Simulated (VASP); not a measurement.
# Sc2SbP3 (R-3m) in VASP: notebook

The runs below take Sc2SbP3 through relaxation of cell and atoms, single point, with PBE.

All numbers are computed with VASP 6.6.1; they aren't measurements. Logs are shortened: lines on timing, memory, paths and dates and some standing lists are left out, and cuts for length are marked.

## 1. The cell of the first run

Symmetry: R-3m, No. 166, trigonal system. The conventional cell has a = 5.699 Å, b = 5.699 Å, c = 14.083 Å, α = 90.00°, β = 90.00°, γ = 120.00°. Sc (site symmetry 3m) has 9 P at 3.33 to 3.40 Å and 3 Sb at 3.35 Å and 4 Sc at 3.44 to 3.52 Å within 4.4 Å. Within 3.8 Å of Sb (site symmetry -3m) lie 6 P at 2.87 Å and 6 Sc at 3.35 Å. P (site symmetry 2/m) has 4 P at 2.85 Å and 2 Sb at 2.87 Å and 6 Sc at 3.33 to 3.40 Å within 3.8 Å.

The cell was generated, and may not be a known phase.

## 2. Relaxation of cell and atoms, PBE

The input, INCAR:

```
SYSTEM = Sc2SbP3
PREC = Accurate
ENCUT = 600
EDIFF = 1E-7
ISMEAR = 0
SIGMA = 0.1
LREAL = .FALSE.
LASPH = .TRUE.
NELM = 100
ALGO = Normal
ISIF = 3
LWAVE = .FALSE.
LCHARG = .FALSE.
GGA = PE
IBRION = 2
NSW = 90
EDIFFG = -0.04
```

The input, KPOINTS:

```
Automatic mesh
0
G
  6 6 6
  0 0 0
```

The input, POSCAR:

```
Sc2SbP3
1.0
    2.8496572100      1.6452503600      4.6944419100
   -2.8496572100      1.6452503600      4.6944419100
    0.0000000000     -3.2905007200      4.6944419100
Sc Sb P
2 1 3
Direct
    0.3777274200      0.3777274200      0.3777274200
    0.6222725800      0.6222725800      0.6222725800
    0.0000000000      0.0000000000      0.0000000000
    0.0000000000      0.5000000000      0.0000000000
    0.0000000000      0.0000000000      0.5000000000
    0.5000000000      0.0000000000      0.0000000000
```

Potentials or basis: VASP PAW PBE potentials, release 64 (Sc_sv, Sb, P).

Command:

```
> cat potpaw_PBE.64/Sc_sv/POTCAR potpaw_PBE.64/Sb/POTCAR potpaw_PBE.64/P/POTCAR > POTCAR
> mpirun -np 1 vasp_std > vasp.out
```

OUTCAR:

```text
SYSTEM = Sc2SbP3
   PREC = Accurate
   ENCUT = 600
   EDIFF = 1E-7
   ISMEAR = 0
   LREAL = .FALSE.
   LASPH = .TRUE.
   NELM = 100
   ISIF = 3
   GGA = PE
   IBRION = 2
   NSW = 90
   EDIFFG = -0.04

 ion  position               nearest neighbor table
   1  0.378  0.378  0.378-   3 3.35   3 3.35   3 3.35
   2  0.622  0.622  0.622-   3 3.35   3 3.35   3 3.35
   3  0.000  0.000  0.000-   4 2.87   6 2.87   4 2.87   6 2.87   5 2.87   5 2.87   1 3.35   2 3.35
                             1 3.35   2 3.35   1 3.35   2 3.35
   4  0.000  0.500  0.000-   6 2.85   6 2.85   5 2.85   5 2.85   3 2.87   3 2.87
   5  0.000  0.000  0.500-   4 2.85   6 2.85   4 2.85   6 2.85   3 2.87   3 2.87
   6  0.500  0.000  0.000-   4 2.85   4 2.85   5 2.85   5 2.85   3 2.87   3 2.87

  LATTYP: Found a trigonal (rhomboedric) cell.
 ALAT       =     5.7328160452
 COS(alpha) =     0.5058267578

  Lattice vectors:

 A1 = (   2.8496572100,   1.6452503600,   4.6944419100)
 A2 = (  -2.8496572100,   1.6452503600,   4.6944419100)
 A3 = (   0.0000000000,  -3.2905007200,   4.6944419100)

Analysis of symmetry for initial positions (statically):
=====================================================================
 Subroutine PRICEL returns:
 Original cell was already a primitive cell.

 Routine SETGRP: Setting up the symmetry group for a
 trigonal (rhombohedral) supercell.

 Subroutine GETGRP returns: Found 12 space group operations
 (whereof 12 operations were pure point group operations)
 out of a pool of 12 trial point group operations.

The static configuration has the point symmetry D_3d.

Analysis of symmetry for dynamics (positions and initial velocities):
=====================================================================
 Subroutine PRICEL returns:
 Original cell was already a primitive cell.

 Routine SETGRP: Setting up the symmetry group for a
 trigonal (rhombohedral) supercell.

 Subroutine GETGRP returns: Found 12 space group operations
 (whereof 12 operations were pure point group operations)
 out of a pool of 12 trial point group operations.

The dynamic configuration has the point symmetry D_3d.

 Subroutine INISYM returns: Found 12 space group operations
 (whereof 12 operations are pure point group operations),
 and found     1 'primitive' translations

----------------------------------------------------------------------------------------

                                     Primitive cell

  volume of cell :     132.0565

  direct lattice vectors                    reciprocal lattice vectors
     2.849657210  1.645250360  4.694441910     0.175459700  0.101301705  0.071005955
    -2.849657210  1.645250360  4.694441910    -0.175459700  0.101301705  0.071005955
     0.000000000 -3.290500720  4.694441910     0.000000000 -0.202603410  0.071005955

  length of vectors
     5.732816045  5.732816045  5.732816048     0.214685788  0.214685788  0.214685788

  position of ions in fractional coordinates (direct lattice)
     0.377727420  0.377727420  0.377727420
     0.622272580  0.622272580  0.622272580
     0.000000000  0.000000000  0.000000000
     1.000000000  0.500000000  0.000000000
     0.000000000  0.000000000  0.500000000
     0.500000000  1.000000000  0.000000000

  ion indices of the primitive-cell ions
   primitive index   ion index
                 1           1
                 2           2
                 3           3
                 4           4
                 5           5
                 6           6

----------------------------------------------------------------------------------------

 KPOINTS: Automatic mesh

Automatic generation of k-mesh.
 Grid dimensions read from file:
 generate k-points for:    6    6    6

 Generating k-lattice:

  Cartesian coordinates                     Fractional coordinates (reciprocal lattice)
     0.029243283  0.016883618  0.011834326     0.166666667 -0.000000000 -0.000000000
    -0.029243283  0.016883618  0.011834326    -0.000000000  0.166666667 -0.000000000
     0.000000000 -0.033767235  0.011834326    -0.000000000 -0.000000000  0.166666667

  Length of vectors
     0.035780965  0.035780965  0.035780965

  Shift w.r.t. Gamma in fractional coordinates (k-lattice)
     0.000000000  0.000000000  0.000000000

 Subroutine IBZKPT returns following result:
 ===========================================

 Found     32 irreducible k-points:

 Following reciprocal coordinates:
            Coordinates               Weight
  0.000000  0.000000  0.000000      1.000000
  0.166667 -0.000000  0.000000      6.000000
  0.333333  0.000000 -0.000000      6.000000
  0.500000 -0.000000  0.000000      3.000000
  0.166667  0.166667  0.000000      6.000000
  0.333333  0.166667 -0.000000     12.000000
[... 16 lines left out ...]
  0.500000  0.500000  0.166667      6.000000
 -0.333333  0.500000  0.166667     12.000000
 [... further k-points ...]
   k-points           NKPTS =     32   k-points in BZ     NKDIM =     32   number of bands    NBANDS=     25
   number of dos      NEDOS =    301   number of ions     NIONS =      6
   total plane-waves  NPLWV = 110592
   dimension x,y,z NGX =    48 NGY =   48 NGZ =   48
   dimension x,y,z NGXF=    96 NGYF=   96 NGZF=   96
   ions per type =               2   1   3
   NGX,Y,Z   is equivalent  to a cutoff of  13.92, 13.92, 13.92 a.u.
   NGXF,Y,Z  is equivalent  to a cutoff of  27.84, 27.84, 27.84 a.u.
 SYSTEM =  Sc2SbP3
   PREC   = accura    normal or accurate (medium, high low for compatibility)
   ISTART =      0    job   : 0-new  1-cont  2-samecut
   ICHARG =      2    charge: 1-file 2-atom 10-const
   ISPIN  =      1    spin polarized calculation?
   LNONCOLLINEAR =      F non collinear calculations
   LSORBIT =      F    spin-orbit coupling
   LASPH  =      T    aspherical Exc in radial PAW
   ENCUT  =  600.0 eV  44.10 Ry    6.64 a.u.  11.45 11.45 11.45*2*pi/ulx,y,z
   NELM   =    100;   NELMIN=  2; NELMDL= -5     # of ELM steps
   EDIFF  = 0.1E-06   stopping-criterion for ELM
   LREAL  =      F    real-space projection
   EDIFFG = -.4E-01   stopping-criterion for IOM
   NSW    =     90    number of steps for IOM
   IBRION =      2    ionic relax: 0-MD 1-quasi-New 2-CG
   NFREE  =      1    steps in history (QN), initial steepest desc. (CG)
   ISIF   =      3    stress and relaxation
   ISYM   =      2    0-nonsym 1-usesym 2-fastsym
   POTIM  = 0.5000    time-step for ionic-motion
   TEBEG  =    0.0;   TEEND  =   0.0 temperature during run
   PSTRESS=    0.0 pullay stress
   NELECT =      42.0000    total number of electrons
   NUPDOWN=      -1.0000    fix difference up-down
   EMIN   =  10.00;   EMAX   =-10.00  energy-range for DOS
   EFERMI =   0.00;   METHOD = LEGACY
   ISMEAR =     0;   SIGMA  =   0.10  broadening in eV -4-tet -1-fermi 0-gaus
   EFERMI_NEDOS =   21; number of points for ismear=-14 and -15
   IALGO  =     38    algorithm
   IMIX   =      4    mixing-type and parameters
     AMIX     =   0.40;   BMIX     =  1.00
     AMIX_MAG =   1.60;   BMIX_MAG =  1.00
  volume/ion in A,a.u.               =      22.01       148.53
  Fermi-wavevector in a.u.,A,eV,Ry     =   1.117475  2.111722 16.990293  1.248751
  Thomas-Fermi vector in A             =   2.254098
   LORBIT       =      0    0 simple, 1 ext, 2 COOP (PROOUT), +10 PAW based schemes
   GGA     = PE    functional components
   LHFCALC =     F    Hartree Fock is set to
   AEXX    =    0.0000 exact exchange contribution
   IVDW    =     0    specifies the selected vdW correction
   LEPSILON=     F    determine dielectric tensor
   LRPA    =     F    only Hartree local field effects (RPA)
 conjugate gradient relaxation of ions
 non-spin polarized calculation
 Gauss-broadening in eV      SIGMA  =   0.10
  energy-cutoff  :      600.00
  volume of cell :      132.06
 maximum number of plane-waves:      4444
 NGX is ok and might be reduce to    48
   NGX = 23   NGY = 23   NGZ = 23

--------------------------------------- Ionic step        1  -------------------------------------------

 number of electron      42.0000004 magnetization

 Free energy of the ion-electron system (eV)
  ---------------------------------------------------
  ext. energy  EPLUGINS =         0.00000000
  ---------------------------------------------------
  free energy    TOTEN  =       -32.16239122 eV

  energy without entropy =      -32.12342659  energy(sigma->0) =      -32.14290891

------------------------ aborting loop because EDIFF is reached ----------------------------------------

  FORCE on cell =-STRESS in cart. coord.  units (eV):
  Direction    XX          YY          ZZ          XY          YZ          ZX
  --------------------------------------------------------------------------------------
  -------------------------------------------------------------------------------------
  Total       -6.9734361     -6.9734362     -4.6904475      0.0000000      0.0000000     -0.0000000
  in kB      -84.6053011    -84.6053013    -56.9069123      0.0000000      0.0000000     -0.0000000
  external PRESSURE =     -75.3725049 kB  Pullay stress =       0.0000000 kB
[... 101 lines left out ...]
  FREE ENERGIE OF THE ION-ELECTRON SYSTEM (eV)
  ---------------------------------------------------
  free  energy   TOTEN  =       -32.6202409143 eV

  energy  without entropy=      -32.5835671813  energy(sigma->0) =      -32.60190405

 E-fermi :   6.0438     XC(G=0):  -9.9610

 val. band max:        5.9878988337   @ k =   0.1667  -0.0000   0.0000
 cond. band min:       6.1739927043   @ k =  -0.3333   0.3333   0.1667
 fundamental gap:      0.1860938706
 Fermi energy:         6.0437576632

 k-point     1 :       0.0000    0.0000    0.0000
  band No.  band energies     occupation
      1     -44.2996      2.00000
      2     -44.2977      2.00000
      3     -22.9215      2.00000
      4     -22.9040      2.00000
      5     -22.9040      2.00000
      6     -22.9036      2.00000
[... 661 lines left out ...]
     24       7.3697      0.00000
     25       7.4023      0.00000

 [... further k-points ...]

[... ionic steps 4 to 25 ...]

--------------------------------------- Ionic step       26  -------------------------------------------

 number of electron      42.0000000 magnetization

------------------------ aborting loop because EDIFF is reached ----------------------------------------
[... 75 lines left out ...]
--------------------------------------- Ionic step       28  -------------------------------------------

 number of electron      42.0000000 magnetization

 Free energy of the ion-electron system (eV)
  ---------------------------------------------------
  ext. energy  EPLUGINS =         0.00000000
  ---------------------------------------------------
  free energy    TOTEN  =       -34.74411122 eV

  energy without entropy =      -34.72998775  energy(sigma->0) =      -34.73704949

 E-fermi :   6.6766     XC(G=0): -10.2540

 val. band max:        6.6682795040   @ k =   0.1667   0.1667   0.1667
 cond. band min:       6.7366093978   @ k =   0.1667   0.1667   0.0000
 fundamental gap:      0.0683298938
 Fermi energy:         6.6765683252

 k-point     1 :       0.0000    0.0000    0.0000
  band No.  band energies     occupation
      1     -43.3284      2.00000
      2     -43.3197      2.00000
      3     -22.0114      2.00000
      4     -21.9674      2.00000
      5     -21.9674      2.00000
      6     -21.9583      2.00000
[... 661 lines left out ...]
     24       7.9860      0.00000
     25       8.0334      0.00000

 [... further k-points ...]
[... 5 lines left out ...]
  --------------------------------------------------------------------------------------
  -------------------------------------------------------------------------------------
  Total       -0.0535719     -0.0535719     -0.0164242      0.0000000      0.0000000      0.0000000
  in kB       -0.7055690     -0.7055690     -0.2163151      0.0000000      0.0000000      0.0000000
  external PRESSURE =      -0.5424844 kB  Pullay stress =       0.0000000 kB
[... 21 lines left out ...]
  FREE ENERGIE OF THE ION-ELECTRON SYSTEM (eV)
  ---------------------------------------------------
  free  energy   TOTEN  =       -34.7441112244 eV

  energy  without entropy=      -34.7299877500  energy(sigma->0) =      -34.73704949

 reached required accuracy - stopping structural energy minimisation
```

Run time: 32 min. Hardware: 1 thread of Intel Xeon 6975P-C (Granite Rapids), shared host; peak memory 0.47 GiB.

What came out:

* Free energy: -34.7441 eV
* Relaxed volume: 20.27 Å³/atom
* Relaxed cell: a = 6.998 Å, b = 6.998 Å, c = 6.998 Å, α = 38.93°, β = 38.93°, γ = 38.93°
* Space group after relaxing (to 0.1 Å): R-3m (No. 166)
* Energy gained by relaxing: 430.3 meV/atom
* Ionic steps: 28
* Pressure after relaxing: -0.1 GPa
* Largest force after relaxing: 0.025 eV/Å
* Band gap on the k mesh: zero (bands 21 and 22 overlap by 1.22 eV)

Forces in eV/Å, atoms in the order of the input:
```
Sc   0.000  0.000 -0.025
Sc   0.000  0.000  0.025
Sb   0.000  0.000  0.000
P    0.000  0.000  0.000
P    0.000  0.000  0.000
P    0.000  0.000  0.000
```

The path:
```tsv
step	energy change (eV)	largest force (eV/Å)	pressure (GPa)	volume (Å³)
1	0.0000	0.1390	-7.54	132.06
2	-0.4506	0.2597	1.83	113.23
3	-0.4578	0.2468	0.55	115.09
4	-0.5757	0.2851	0.72	114.20
5	-0.8650	0.6839	2.91	110.99
6	-0.5743	2.6543	14.04	102.50
7	-0.8561	1.5002	7.72	106.95
8	-0.9198	0.9930	4.99	109.06
9	-0.9780	1.0758	4.31	110.04
10	-1.1411	1.5203	2.50	112.91
11	-1.5373	2.0138	-0.54	118.28
12	-2.1131	1.3442	-3.79	127.58
13	-0.9582	0.0932	-3.21	140.76
14	-2.3285	0.8312	-4.05	129.86
15	-2.3602	0.4747	-2.62	129.87
16	-2.3773	0.5961	-3.15	129.90
17	-2.4461	0.5610	-1.91	126.85
18	-2.4998	0.5038	0.40	121.96
19	-2.5015	0.4911	0.94	120.94
20	-2.5234	0.4267	0.64	121.15
21	-2.5642	0.2548	-0.03	121.73
22	-2.5471	0.4169	-0.52	122.67
23	-2.5784	0.1299	-0.28	122.05
24	-2.5796	0.0580	-0.46	122.31
25	-2.5809	0.0362	-0.38	122.19
26	-2.5810	0.0197	-0.40	122.22
27	-2.5813	0.0571	0.19	121.25
28	-2.5817	0.0248	-0.05	121.65
```

Final structure:
```
Sc Sb P
1.0
     2.33171    1.34621    6.45905
    -2.33171    1.34621    6.45905
     0.00000   -2.69243    6.45905
Sc Sb P
2 1 3
Direct
  0.41329 0.41329 0.41329
  0.58671 0.58671 0.58671
  0.00000 0.00000 0.00000
  0.00000 0.50000 0.00000
  0.00000 0.00000 0.50000
  0.50000 0.00000 0.00000
```

Levels at points of the mesh, in eV from the Fermi level:
```csv
k point,band 19,band 20,band 21,band 22,band 23,band 24
"(0.00, 0.00, 0.00)",-0.73,0.66,0.87,0.87,1.00,1.00
"(0.50, 0.00, 0.00)",-0.65,-0.63,-0.33,-0.25,0.55,0.62
"(0.50, 0.50, 0.00)",-0.64,-0.58,-0.35,0.23,0.27,1.19
"(0.50, 0.50, 0.50)",-1.10,-1.06,-1.06,-0.36,1.64,1.69
```

Caveat: a cell axis changed by over 15 % at a fixed basis, so the end point is rough; spin-orbit coupling is left out, which moves the levels of the heavy elements.

## 3. Single point, PBE

This run uses another cell than the first one, of 20.46 Å³/atom.

The input, INCAR:

```
ALGO     = Normal         # electronic algorithm
EDIFF    = 1E-7           # SCF threshold, eV
ENCUT    = 520            # plane-wave cutoff, eV
GGA      = PE             # functional
ISIF     = 2              # what is computed and relaxed
ISMEAR   = 0              # smearing method
LASPH    = T              # aspherical terms in the spheres
LCHARG   = F              # write CHGCAR
LREAL    = F              # projectors in reciprocal space
LWAVE    = F              # write WAVECAR
NBANDS   = 30             # bands
NELM     = 100            # most SCF steps
PREC     = Accurate       # precision mode
SIGMA    = 0.1            # smearing width, eV
```

The input, KPOINTS:

```
k-points
0
Gamma
  12 12 12
```

The input, POSCAR:

```
Sc2SbP3
1.0
    2.3005228603      1.3282074927      6.6952414335
   -2.3005228603      1.3282074927      6.6952414335
    0.0000000000     -2.6564149853      6.6952414335
Sc Sb P
2 1 3
Direct
    0.4125652478      0.4125652478      0.4125652478
    0.5874347522      0.5874347522      0.5874347522
    0.0000000000      0.0000000000      0.0000000000
    0.0000000000      0.5000000000      0.0000000000
    0.0000000000      0.0000000000      0.5000000000
    0.5000000000      0.0000000000      0.0000000000
```

Potentials or basis: VASP PAW PBE potentials, release 64 (Sc_sv, Sb, P).

Command:

```
> cat potpaw_PBE.64/Sc_sv/POTCAR potpaw_PBE.64/Sb/POTCAR potpaw_PBE.64/P/POTCAR > POTCAR
> mpirun -np 1 vasp_std > vasp.out
```

Wall time 17 min (1 thread of Intel Xeon 6975P-C (Granite Rapids), shared host); peak memory 0.87 GiB.

Results (log left out):

- Free energy: -34.8373 eV
- Pressure: -0.1 GPa
- Largest force: 0.014 eV/Å
- Band gap on the k mesh: zero (bands 21 and 22 overlap by 1.30 eV)

Forces on the atoms (eV/Å):
```
Sc   0.000  0.000 -0.014
Sc   0.000  0.000  0.014
Sb   0.000  0.000  0.000
P    0.000  0.000  0.000
P    0.000  0.000  0.000
P    0.000  0.000  0.000
```

Stress tensor (GPa, compression positive):
```
-0.12  0.00  0.00
 0.00 -0.12  0.00
 0.00  0.00  0.07
```

Levels at points of the mesh, in eV from the Fermi level:
| k point | band 18 | band 19 | band 20 | band 21 | band 22 | band 23 | band 24 | band 25 |
| --- | --- | --- | --- | --- | --- | --- | --- | --- |
| (0.00, 0.00, 0.00) | -1.90 | -0.74 | 0.20 | 0.87 | 0.87 | 0.93 | 0.93 | 1.74 |
| (0.50, 0.00, 0.00) | -1.26 | -0.84 | -0.64 | -0.47 | 0.01 | 0.63 | 0.71 | 1.41 |
| (0.50, 0.50, 0.00) | -1.39 | -0.64 | -0.59 | -0.28 | 0.02 | 0.48 | 1.29 | 1.41 |
| (0.50, 0.50, 0.50) | -0.94 | -0.94 | -0.93 | -0.93 | -0.43 | 1.55 | 1.55 | 1.69 |

Caveat: spin-orbit coupling is left out, which moves the levels of the heavy elements.

The gap in the log of VASP goes by the Fermi energy; the results here count the filled bands.